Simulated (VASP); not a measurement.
The system is Sb.

```
Sb
1.0
     0.00000    2.47000    2.47000
     2.47000    0.00000    2.47000
     2.47000    2.47000    0.00000
Sb
1
Direct
  0.00000 0.00000 0.00000
```

This isn't the form of Sb at room conditions, which is rhombohedral.

```yaml
Program: VASP 6.6.1
Task: relaxation of cell and atoms
Functional: PBEsol
Potentials_or_basis: VASP PAW PBE potentials, release 64 (Sb)
Cutoff: 500 eV
k_mesh: 15 × 15 × 15
Occupations: fermi-dirac, width 0.1 eV
Spin: no spin polarisation
```

At the start: pressure -6.9 GPa; volume 30.14 Å³/atom.

Problem. Where does the relaxation end?

Solution. Over 3 steps the energy falls by 96.8 meV/atom and the volume is 26.20 Å³/atom (-13.1 %); space group Fm-3m (No. 225, to 0.1 Å) before and after.

The path:
```tsv
step	energy change (eV)	largest force (eV/Å)	pressure (GPa)	volume (Å³)
1	0.0000	0.0000	-6.93	30.14
2	-0.0792	0.0000	4.22	24.80
3	-0.0968	0.0000	0.01	26.20
```

Final structure:
```cif
data_structure
_symmetry_space_group_name_H-M 'P 1'
_symmetry_Int_Tables_number 1
_cell_length_a 3.3340
_cell_length_b 3.3340
_cell_length_c 3.3340
_cell_angle_alpha 60.000
_cell_angle_beta 60.000
_cell_angle_gamma 60.000
_cell_volume 26.20
loop_
_atom_site_label
_atom_site_type_symbol
_atom_site_fract_x
_atom_site_fract_y
_atom_site_fract_z
_atom_site_occupancy
Sb1 Sb 0.00000 0.00000 0.00000 1
```

Caveat: the PAW data sets were made with another functional, which shifts forces and pressure a little.
